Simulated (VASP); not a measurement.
Crystal: NdMo.

```xyz
4
Lattice="0.0000 3.6827 3.6827 3.6827 0.0000 3.6827 3.6827 3.6827 0.0000" Properties=species:S:1:pos:R:3 pbc="T T T"
Nd    1.8413    1.8413    1.8413
Nd    0.0000    0.0000    0.0000
Mo    5.5240    5.5240    5.5240
Mo    3.6827    3.6827    3.6827
```

The cell was built from a structure type or drawn by symmetry, and may not be a known phase.

```yaml
Program: VASP 6.6.1
Task: relaxation of cell and atoms
Functional: PBE
Potentials_or_basis: VASP PAW PBE potentials, release 64 (Nd_3, Mo_sv), 4f in core
Cutoff: 500 eV
k_mesh: 5 × 5 × 5
Occupations: gaussian, width 0.2 eV
Spin: no spin polarisation
```

At the start: pressure -9.4 GPa; volume 24.97 Å³/atom.

Problem. How do energy, volume and symmetry change on relaxing?

Solution. Over 3 steps the energy falls by 101.6 meV/atom and the volume is 21.91 Å³/atom (-12.3 %); space group Fd-3m (No. 227, to 0.1 Å) before and after.

The path:
| step | energy change (eV) | largest force (eV/Å) | pressure (GPa) | volume (Å³) |
| --- | --- | --- | --- | --- |
| 1 | 0.0000 | 0.0000 | -9.44 | 99.89 |
| 2 | -0.1943 | 0.0000 | 9.87 | 80.09 |
| 3 | -0.4064 | 0.0000 | -0.11 | 87.62 |

Final structure:
```yaml
crystal:
  lattice:
    - [0.00000, 3.52530, 3.52530]
    - [3.52530, 0.00000, 3.52530]
    - [3.52530, 3.52530, 0.00000]
  atoms:
    - { symbol: Nd, position: [0.25000, 0.25000, 0.25000] }
    - { symbol: Nd, position: [0.00000, 0.00000, 0.00000] }
    - { symbol: Mo, position: [0.75000, 0.75000, 0.75000] }
    - { symbol: Mo, position: [0.50000, 0.50000, 0.50000] }
```
